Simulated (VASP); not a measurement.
# AlN in VASP: notebook

The runs below take AlN through electric field gradients, with PBE.

Everything below comes from runs of VASP 6.6.1. Logs are shortened: lines on timing, memory, paths and dates and some standing lists are left out, and cuts for length are marked.

## (1) The cell of the first run

It takes space group R-3m (No. 166, trigonal). Conventional cell: a = 2.839 Å, b = 2.839 Å, c = 6.646 Å, α = 90.00°, β = 90.00°, γ = 120.00°. Al (site symmetry -3m) has 6 N at 1.98 Å within 2.6 Å. N (site symmetry -3m) has 6 Al at 1.98 Å within 2.6 Å.

## (2) Electric field gradients, PBE (equal xy, yz and zx shear strains of -3 %)

File INCAR:

```
SYSTEM = AlN
PREC = Accurate
ENCUT = 520
EDIFF = 1E-8
ISMEAR = -1
SIGMA = 0.02
LREAL = .False.
LASPH = .True.
NELM = 120
ALGO = Normal
ISIF = 2
LWAVE = .False.
LCHARG = .False.
GGA = PE
LEFG = .True.
NBANDS = 11
GGA_COMPAT = .False.
```

File KPOINTS:

```
Automatic mesh
0
Gamma
  10 10 10
  0 0 0
```

File POSCAR:

```
AlN
1.0
   -0.0593400000      1.9483300000      1.9483300000
    1.9483300000     -0.0593400000      1.9483300000
    1.9483300000      1.9483300000     -0.0593400000
Al N
1 1
Direct
    0.0000000000      0.0000000000      0.0000000000
    0.5000000000      0.5000000000      0.5000000000
```

Potentials or basis: VASP PAW PBE potentials, release 64 (Al, N).

The run is started by

```
> cat potpaw_PBE.64/Al/POTCAR potpaw_PBE.64/N/POTCAR > POTCAR
> mpirun -np 1 vasp_std > vasp.out
```

OUTCAR:

```text
SYSTEM = AlN
   PREC = Accurate
   ENCUT = 520
   EDIFF = 1E-8
   ISMEAR = -1
   LREAL = .False.
   LASPH = .True.
   NELM = 120
   ISIF = 2
   GGA = PE

 ion  position               nearest neighbor table
   1  0.000  0.000  0.000-   2 1.98   2 1.98   2 1.98   2 1.98   2 1.98   2 1.98
   2  0.500  0.500  0.500-   1 1.98   1 1.98   1 1.98   1 1.98   1 1.98   1 1.98

  LATTYP: Found a trigonal (rhomboedric) cell.
 ALAT       =     2.7559936164
 COS(alpha) =     0.4693254694

  Lattice vectors:

 A1 = (  -0.0593400000,   1.9483300000,   1.9483300000)
 A2 = (   1.9483300000,  -0.0593400000,   1.9483300000)
 A3 = (   1.9483300000,   1.9483300000,  -0.0593400000)

Analysis of symmetry for initial positions (statically):
=====================================================================
 Subroutine PRICEL returns:
 Original cell was already a primitive cell.

 Routine SETGRP: Setting up the symmetry group for a
 trigonal (rhombohedral) supercell.

 Subroutine GETGRP returns: Found 12 space group operations
 (whereof 12 operations were pure point group operations)
 out of a pool of 12 trial point group operations.

The static configuration has the point symmetry D_3d.

Analysis of symmetry for dynamics (positions and initial velocities):
=====================================================================
 Subroutine PRICEL returns:
 Original cell was already a primitive cell.

 Routine SETGRP: Setting up the symmetry group for a
 trigonal (rhombohedral) supercell.

 Subroutine GETGRP returns: Found 12 space group operations
 (whereof 12 operations were pure point group operations)
 out of a pool of 12 trial point group operations.

The dynamic configuration has the point symmetry D_3d.

 Subroutine INISYM returns: Found 12 space group operations
 (whereof 12 operations are pure point group operations),
 and found     1 'primitive' translations

----------------------------------------------------------------------------------------

                                     Primitive cell

  volume of cell :      15.4672

  direct lattice vectors                    reciprocal lattice vectors
    -0.059340000  1.948330000  1.948330000    -0.245193703  0.252896123  0.252896123
     1.948330000 -0.059340000  1.948330000     0.252896123 -0.245193703  0.252896123
     1.948330000  1.948330000 -0.059340000     0.252896123  0.252896123 -0.245193703

  length of vectors
     2.755993616  2.755993616  2.755993616     0.433627547  0.433627547  0.433627547

  position of ions in fractional coordinates (direct lattice)
     0.000000000  0.000000000  0.000000000
     0.500000000  0.500000000  0.500000000

  ion indices of the primitive-cell ions
   primitive index   ion index
                 1           1
                 2           2

----------------------------------------------------------------------------------------

 KPOINTS: Automatic mesh

Automatic generation of k-mesh.
 Grid dimensions read from file:
 generate k-points for:   10   10   10

 Generating k-lattice:

  Cartesian coordinates                     Fractional coordinates (reciprocal lattice)
    -0.024519370  0.025289612  0.025289612     0.100000000  0.000000000  0.000000000
     0.025289612 -0.024519370  0.025289612     0.000000000  0.100000000  0.000000000
     0.025289612  0.025289612 -0.024519370     0.000000000  0.000000000  0.100000000

  Length of vectors
     0.043362755  0.043362755  0.043362755

  Shift w.r.t. Gamma in fractional coordinates (k-lattice)
     0.000000000  0.000000000  0.000000000

 Subroutine IBZKPT returns following result:
 ===========================================

 Found    116 irreducible k-points:

 Following reciprocal coordinates:
            Coordinates               Weight
  0.000000  0.000000  0.000000      1.000000
  0.100000  0.000000 -0.000000      6.000000
  0.200000  0.000000 -0.000000      6.000000
  0.300000  0.000000  0.000000      6.000000
  0.400000  0.000000 -0.000000      6.000000
  0.500000  0.000000  0.000000      3.000000
[... 16 lines left out ...]
  0.300000  0.300000  0.000000      6.000000
  0.400000  0.300000  0.000000     12.000000
 [... further k-points ...]
   k-points           NKPTS =    116   k-points in BZ     NKDIM =    116   number of bands    NBANDS=     11
   number of dos      NEDOS =    301   number of ions     NIONS =      2
   total plane-waves  NPLWV =   8000
   dimension x,y,z NGX =    20 NGY =   20 NGZ =   20
   dimension x,y,z NGXF=    40 NGYF=   40 NGZF=   40
   ions per type =               1   1
   NGX,Y,Z   is equivalent  to a cutoff of  12.06, 12.06, 12.06 a.u.
   NGXF,Y,Z  is equivalent  to a cutoff of  24.13, 24.13, 24.13 a.u.
 SYSTEM =  AlN
   PREC   = accura    normal or accurate (medium, high low for compatibility)
   ISTART =      0    job   : 0-new  1-cont  2-samecut
   ICHARG =      2    charge: 1-file 2-atom 10-const
   ISPIN  =      1    spin polarized calculation?
   LNONCOLLINEAR =      F non collinear calculations
   LSORBIT =      F    spin-orbit coupling
   LASPH  =      T    aspherical Exc in radial PAW
   ENCUT  =  520.0 eV  38.22 Ry    6.18 a.u.   5.12  5.12  5.12*2*pi/ulx,y,z
   NELM   =    120;   NELMIN=  2; NELMDL= -5     # of ELM steps
   EDIFF  = 0.1E-07   stopping-criterion for ELM
   LREAL  =      F    real-space projection
   EDIFFG = 0.1E-06   stopping-criterion for IOM
   NSW    =      0    number of steps for IOM
   IBRION =     -1    ionic relax: 0-MD 1-quasi-New 2-CG
   NFREE  =      0    steps in history (QN), initial steepest desc. (CG)
   ISIF   =      2    stress and relaxation
   ISYM   =      2    0-nonsym 1-usesym 2-fastsym
   POTIM  = 0.5000    time-step for ionic-motion
   TEBEG  =    0.0;   TEEND  =   0.0 temperature during run
   PSTRESS=    0.0 pullay stress
   NELECT =       8.0000    total number of electrons
   NUPDOWN=      -1.0000    fix difference up-down
   EMIN   =  10.00;   EMAX   =-10.00  energy-range for DOS
   EFERMI =   0.00;   METHOD = LEGACY
   ISMEAR =    -1;   SIGMA  =   0.02  broadening in eV -4-tet -1-fermi 0-gaus
   EFERMI_NEDOS =   21; number of points for ismear=-14 and -15
   IALGO  =     38    algorithm
   IMIX   =      4    mixing-type and parameters
     AMIX     =   0.40;   BMIX     =  1.00
     AMIX_MAG =   1.60;   BMIX_MAG =  1.00
  volume/ion in A,a.u.               =       7.73        52.19
  Fermi-wavevector in a.u.,A,eV,Ry     =   1.314117  2.483320 23.495938  1.726903
  Thomas-Fermi vector in A             =   2.444392
   LORBIT       =      0    0 simple, 1 ext, 2 COOP (PROOUT), +10 PAW based schemes
   GGA     = PE    functional components
   LHFCALC =     F    Hartree Fock is set to
   AEXX    =    0.0000 exact exchange contribution
   IVDW    =     0    specifies the selected vdW correction
   LEPSILON=     F    determine dielectric tensor
   LRPA    =     F    only Hartree local field effects (RPA)
 non-spin polarized calculation
  energy-cutoff  :      520.00
  volume of cell :       15.47
 maximum number of plane-waves:       427
   NGX = 11   NGY = 11   NGZ = 11

 number of electron       8.0000002 magnetization

 Free energy of the ion-electron system (eV)
  ---------------------------------------------------
  ext. energy  EPLUGINS =         0.00000000
  ---------------------------------------------------
  free energy    TOTEN  =       -14.39902899 eV

  energy without entropy =      -14.39902899  energy(sigma->0) =      -14.39902899

 E-fermi :  11.6066     XC(G=0): -12.6000

 val. band max:       11.2690139736   @ k =   0.0000   0.0000   0.0000
 cond. band min:      15.5619985185   @ k =   0.5000   0.5000   0.0000
 fundamental gap:      4.2929845449
 Fermi energy:        11.6065937299

 k-point     1 :       0.0000    0.0000    0.0000
  band No.  band energies     occupation
      1      -7.3180      2.00000
      2      10.6449      2.00000
      3      10.6449      2.00000
      4      11.2690      2.00000
      5      17.4096      0.00000
      6      22.7422      0.00000
      7      22.7422      0.00000
      8      24.3602      0.00000
      9      28.4323      0.00000
     10      29.1676      0.00000
     11      29.1676      0.00000
[... 309 lines left out ...]
 k-point    24 :       0.4000    0.3000    0.0000
  band No.  band energies     occupation
      1      -4.0826      2.00000
      2       4.6929      2.00000
      3       7.6275      2.00000
      4       8.7447      2.00000
      5      17.4603      0.00000
      6      17.9697      0.00000
      7      23.7169      0.00000
      8      27.5995      0.00000
      9      27.9217      0.00000
     10      33.5071      0.00000
     11      36.5506      0.00000

 [... further k-points ...]
[... 5 lines left out ...]
  --------------------------------------------------------------------------------------
  -------------------------------------------------------------------------------------
  Total        2.4733389      2.4733389      2.4733389      0.9518103      0.9518103      0.9518103
  in kB      256.2014166    256.2014166    256.2014166     98.5935034     98.5935034     98.5935034
  external PRESSURE =     256.2014166 kB  Pullay stress =       0.0000000 kB

 VOLUME and BASIS-vectors are now :
 -----------------------------------------------------------------------------
  energy-cutoff  :      520.00
  volume of cell :       15.47
      direct lattice vectors                 reciprocal lattice vectors
    -0.059340000  1.948330000  1.948330000    -0.245193703  0.252896123  0.252896123
     1.948330000 -0.059340000  1.948330000     0.252896123 -0.245193703  0.252896123
     1.948330000  1.948330000 -0.059340000     0.252896123  0.252896123 -0.245193703

 POSITION                                       TOTAL-FORCE (eV/Angst)
 -----------------------------------------------------------------------------------
      0.00000      0.00000      0.00000        -0.000000     -0.000000      0.000000
      1.91866      1.91866      1.91866         0.000000      0.000000     -0.000000
 -----------------------------------------------------------------------------------
    total drift:                                0.000000      0.000000      0.000000

  FREE ENERGIE OF THE ION-ELECTRON SYSTEM (eV)
  ---------------------------------------------------
  free  energy   TOTEN  =       -14.3990289871 eV

  energy  without entropy=      -14.3990289871  energy(sigma->0) =      -14.39902899

 Electric field gradients (V/A^2)
---------------------------------------------------------------------
 ion       V_xx      V_yy      V_zz      V_xy      V_xz      V_yz
---------------------------------------------------------------------
   1      -0.000     0.000     0.000     0.478     0.478     0.478
   2      -0.000    -0.000     0.000    -6.324    -6.324    -6.324
---------------------------------------------------------------------

 Electric field gradients after diagonalization (V/A^2)
 (convention: |V_zz| > |V_xx| > |V_yy|)
----------------------------------------------------------------------
 ion       V_xx      V_yy      V_zz     asymmetry (V_yy - V_xx)/ V_zz
----------------------------------------------------------------------
   1      -0.478    -0.478     0.956       0.000
   2       6.324     6.324   -12.647       0.000
----------------------------------------------------------------------

           NMR quadrupolar parameters

 Cq : quadrupolar parameter    Cq=e*Q*V_zz/h
 eta: asymmetry parameters     (V_yy - V_xx)/ V_zz
 Q  : nuclear electric quadrupole moment in mb (millibarn)
----------------------------------------------------------------------
 ion       Cq(MHz)       eta       Q (mb)
----------------------------------------------------------------------
   1       0.002       0.000       1.000
   2      -0.031       0.000       1.000
----------------------------------------------------------------------
```

Run time: 8.6 s. Hardware: 1 thread of Intel Xeon 6975P-C (Granite Rapids), shared host; peak memory 0.13 GiB.

What came out:

```yaml
Free_energy: -14.3990 eV
Pressure: 25.6 GPa
Band_gap_on_the_k_mesh: 4.29 eV (least direct gap 6.14 eV)
Largest_electric_field_gradient_by_atom: Al +1.0; N -12.6 V/Å²
```

Stress tensor (GPa, compression positive):
```
25.62  9.86  9.86
 9.86 25.62  9.86
 9.86  9.86 25.62
```

Levels at points of the mesh, in eV from the valence-band top:
| k point | band 2 | band 3 | band 4 | band 5 | band 6 | band 7 |
| --- | --- | --- | --- | --- | --- | --- |
| (0.00, 0.00, 0.00) | -0.62 | -0.62 | 0.00 | 6.14 | 11.47 | 11.47 |
| (0.50, 0.00, 0.00) | -9.26 | -1.70 | -1.29 | 6.30 | 11.10 | 11.76 |
| (0.50, 0.50, 0.00) | -8.25 | -3.72 | -3.04 | 4.29 | 5.33 | 14.33 |
| (0.50, 0.50, 0.50) | -8.83 | -1.95 | -1.95 | 5.50 | 10.39 | 10.39 |

Electric field gradients, principal values (V/Å²):
```csv
atom,least,middle,greatest (by size)
1 Al,-0.478,-0.478,0.956
2 N,6.324,6.324,-12.647
```

Caveat: the cell differs from its parent crystal (equal xy, yz and zx shear strains of -3 %); the cell stands under pressure; without QUAD_EFG the Cq values of the log hold for a quadrupole moment of 1 mb, not for the nuclei. A k mesh can miss the band edges.

## (3) Electric field gradients, PBE (equal xy, yz and zx shear strains of +2 %)

File INCAR:

```
SYSTEM = AlN
ALGO = Normal ; EDIFF = 1E-8
ENCUT = 520 ; GGA = PE
GGA_COMPAT = .False. ; ISIF = 2
ISMEAR = -1 ; LASPH = .True.
LCHARG = .False. ; LEFG = .True.
LREAL = .False. ; LWAVE = .False.
NBANDS = 11 ; NELM = 120
PREC = Accurate ; SIGMA = 0.02
```

File KPOINTS:

```
k-points
0
Gamma
  10 10 10
  0 0 0
```

File POSCAR:

```
AlN
1.0
    0.0395600000      1.9977800000      1.9977800000
    1.9977800000      0.0395600000      1.9977800000
    1.9977800000      1.9977800000      0.0395600000
Al N
1 1
Direct
    0.0000000000      0.0000000000      0.0000000000
    0.5000000000      0.5000000000      0.5000000000
```

Potentials or basis: VASP PAW PBE potentials, release 64 (Al, N).

The run is started by

```
> cat potpaw_PBE.64/Al/POTCAR potpaw_PBE.64/N/POTCAR > POTCAR
> mpirun -np 1 vasp_std > vasp.out
```

OUTCAR:

```text
SYSTEM = AlN
   EDIFF = 1E-8
   ENCUT = 520
   GGA = PE
   ISIF = 2
   ISMEAR = -1
   LASPH = .True.
   LREAL = .False.
   NELM = 120
   PREC = Accurate

 ion  position               nearest neighbor table
   1  0.000  0.000  0.000-   2 1.98   2 1.98   2 1.98   2 1.98   2 1.98   2 1.98
   2  0.500  0.500  0.500-   1 1.98   1 1.98   1 1.98   1 1.98   1 1.98   1 1.98

  LATTYP: Found a trigonal (rhomboedric) cell.
 ALAT       =     2.8255645189
 COS(alpha) =     0.5197000882

  Lattice vectors:

 A1 = (   0.0395600000,   1.9977800000,   1.9977800000)
 A2 = (   1.9977800000,   0.0395600000,   1.9977800000)
 A3 = (   1.9977800000,   1.9977800000,   0.0395600000)

Analysis of symmetry for initial positions (statically):
=====================================================================
 Subroutine PRICEL returns:
 Original cell was already a primitive cell.

 Routine SETGRP: Setting up the symmetry group for a
 trigonal (rhombohedral) supercell.

 Subroutine GETGRP returns: Found 12 space group operations
 (whereof 12 operations were pure point group operations)
 out of a pool of 12 trial point group operations.

The static configuration has the point symmetry D_3d.

Analysis of symmetry for dynamics (positions and initial velocities):
=====================================================================
 Subroutine PRICEL returns:
 Original cell was already a primitive cell.

 Routine SETGRP: Setting up the symmetry group for a
 trigonal (rhombohedral) supercell.

 Subroutine GETGRP returns: Found 12 space group operations
 (whereof 12 operations were pure point group operations)
 out of a pool of 12 trial point group operations.

The dynamic configuration has the point symmetry D_3d.

[... 165 lines left out ...]
     11      29.1367      0.00000
[... 309 lines left out ...]
 k-point    24 :       0.4000    0.3000    0.0000
  band No.  band energies     occupation
      1      -4.0818      2.00000
      2       4.7464      2.00000
      3       8.0239      2.00000
      4       8.2145      2.00000
      5      16.9922      0.00000
      6      18.4585      0.00000
      7      23.7804      0.00000
      8      27.2055      0.00000
      9      28.2240      0.00000
     10      33.3868      0.00000
     11      36.7143      0.00000

 [... further k-points ...]
[... 5 lines left out ...]
  --------------------------------------------------------------------------------------
  -------------------------------------------------------------------------------------
  Total        2.4534735      2.4534735      2.4534735     -0.6825631     -0.6825631     -0.6825631
  in kB      254.0461029    254.0461029    254.0461029    -70.6763263    -70.6763263    -70.6763263
  external PRESSURE =     254.0461029 kB  Pullay stress =       0.0000000 kB

 VOLUME and BASIS-vectors are now :
 -----------------------------------------------------------------------------
  energy-cutoff  :      520.00
  volume of cell :       15.47
      direct lattice vectors                 reciprocal lattice vectors
     0.039560000  1.997780000  1.997780000    -0.257837199  0.252830652  0.252830652
     1.997780000  0.039560000  1.997780000     0.252830652 -0.257837199  0.252830652
     1.997780000  1.997780000  0.039560000     0.252830652  0.252830652 -0.257837199

 POSITION                                       TOTAL-FORCE (eV/Angst)
 -----------------------------------------------------------------------------------
      0.00000      0.00000      0.00000        -0.000000      0.000000     -0.000000
      2.01756      2.01756      2.01756         0.000000     -0.000000      0.000000
 -----------------------------------------------------------------------------------
    total drift:                               -0.000000     -0.000000      0.000000

  FREE ENERGIE OF THE ION-ELECTRON SYSTEM (eV)
  ---------------------------------------------------
  free  energy   TOTEN  =       -14.4237832572 eV

  energy  without entropy=      -14.4237832572  energy(sigma->0) =      -14.42378326

 Electric field gradients (V/A^2)
---------------------------------------------------------------------
 ion       V_xx      V_yy      V_zz      V_xy      V_xz      V_yz
---------------------------------------------------------------------
   1      -0.000    -0.000    -0.000    -0.276    -0.276    -0.276
   2      -0.000    -0.000     0.000     4.446     4.446     4.446
---------------------------------------------------------------------

 Electric field gradients after diagonalization (V/A^2)
 (convention: |V_zz| > |V_xx| > |V_yy|)
----------------------------------------------------------------------
 ion       V_xx      V_yy      V_zz     asymmetry (V_yy - V_xx)/ V_zz
----------------------------------------------------------------------
   1       0.276     0.276    -0.551       0.000
   2      -4.446    -4.446     8.891       0.000
----------------------------------------------------------------------

           NMR quadrupolar parameters

 Cq : quadrupolar parameter    Cq=e*Q*V_zz/h
 eta: asymmetry parameters     (V_yy - V_xx)/ V_zz
 Q  : nuclear electric quadrupole moment in mb (millibarn)
----------------------------------------------------------------------
 ion       Cq(MHz)       eta       Q (mb)
----------------------------------------------------------------------
   1      -0.001       0.000       1.000
   2       0.021       0.000       1.000
----------------------------------------------------------------------
```

Run time: 12 s. Hardware: 1 thread of Intel Xeon 6975P-C (Granite Rapids), shared host; peak memory 0.14 GiB.

What came out:

```yaml
Free_energy: -14.4238 eV
Pressure: 25.4 GPa
Band_gap_on_the_k_mesh: 4.73 eV (least direct gap 6.44 eV)
Largest_electric_field_gradient_by_atom: Al -0.6; N +8.9 V/Å²
```

Stress tensor (GPa, compression positive):
```
25.40 -7.07 -7.07
-7.07 25.40 -7.07
-7.07 -7.07 25.40
```

Electric field gradients, principal values (V/Å²):
```csv
atom,least,middle,greatest (by size)
1 Al,0.276,0.276,-0.551
2 N,-4.446,-4.446,8.891
```

Caveat: the cell differs from its parent crystal (equal xy, yz and zx shear strains of +2 %); the cell stands under pressure; without QUAD_EFG the Cq values of the log hold for a quadrupole moment of 1 mb, not for the nuclei. A k mesh can miss the band edges.

(Continued in part 2 of 3.)
